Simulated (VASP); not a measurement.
Input of a VASP 6.6.1 run:

File INCAR:

```
ALGO = Normal ; EDIFF = 1E-6
ENCUT = 520 ; GGA = PE
ISIF = 2 ; ISMEAR = -1
LASPH = T ; LCHARG = F
LREAL = F ; LWAVE = F
NBANDS = 44 ; NELM = 100
PREC = Accurate ; SIGMA = 0.02
```

File KPOINTS:

```
k-points
0
Gamma
  4 4 4
```

POSCAR

```
CO2
1.0
    5.6200000000      0.0000000000      0.0000000000
    0.0000000000      5.6200000000      0.0000000000
    0.0000000000      0.0000000000      5.6200000000
C O
4 8
Direct
    0.0000000000      0.0000000000      0.0000000000
    0.5000000000      0.0000000000      0.5000000000
    0.5000000000      0.5000000000      0.0000000000
    0.0000000000      0.5000000000      0.5000000000
    0.1200345206      0.1200345206      0.1200345206
    0.3799654794      0.8799654794      0.6200345206
    0.6200345206      0.3799654794      0.8799654794
    0.8799654794      0.6200345206      0.3799654794
    0.8799654794      0.8799654794      0.8799654794
    0.6200345206      0.1200345206      0.3799654794
    0.3799654794      0.6200345206      0.1200345206
    0.1200345206      0.3799654794      0.6200345206
```

Potentials or basis: VASP PAW PBE potentials, release 64 (C, O).

Launch:

```bash
$ cat potpaw_PBE.64/C/POTCAR potpaw_PBE.64/O/POTCAR > POTCAR
$ mpirun -np 1 vasp_std > vasp.out
```

What does it give for the pressure?

2.8 GPa.

Predict the band gap on the k mesh.

6.77 eV, direct.

Forces on the atoms (eV/Å):
```
C    0.000  0.000  0.000
C    0.000  0.000  0.000
C    0.000  0.000  0.000
C    0.000  0.000  0.000
O    0.365  0.365  0.365
O   -0.365 -0.365  0.365
O    0.365 -0.365 -0.365
O   -0.365  0.365 -0.365
O   -0.365 -0.365 -0.365
O    0.365  0.365 -0.365
O   -0.365  0.365  0.365
O    0.365 -0.365  0.365
```

A k mesh can miss the band edges. PBE gaps usually lie below the measured ones, often by a third to a half.
